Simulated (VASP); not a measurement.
Input of a VASP 6.6.1 run:

File INCAR:

```
  ALGO = Normal
  EDIFF = 1E-6
  ENCUT = 520
  GGA = PS
  ISIF = 2
  ISMEAR = -1
  LASPH = T
  LCHARG = F
  LREAL = F
  LWAVE = F
  NBANDS = 12
  NELM = 100
  PREC = Accurate
  SIGMA = 0.03
```

The input KPOINTS:

```
k-points
0
Gamma
  12 12 12
```

Contents of POSCAR:

```
Y
1.0
    0.0000000000      2.5519910612      2.5519910612
    2.5519910612      0.0000000000      2.5519910612
    2.5519910612      2.5519910612      0.0000000000
Y
1
Direct
    0.0000000000      0.0000000000      0.0000000000
```

Potentials or basis: VASP PAW PBE potentials, release 64 (Y_sv).

Run with:

```sh
$ cat potpaw_PBE.64/Y_sv/POTCAR > POTCAR
$ mpirun -np 1 vasp_std > vasp.out
```

(1) Predict the band gap on the k mesh.

(2) What does it give for the pressure?

Answers

(1) zero (an odd number of electrons rules out a gap without spin polarisation).

(2) -2.9 GPa.

Caveat: the PAW data sets were made with another functional, which shifts forces and pressure a little.
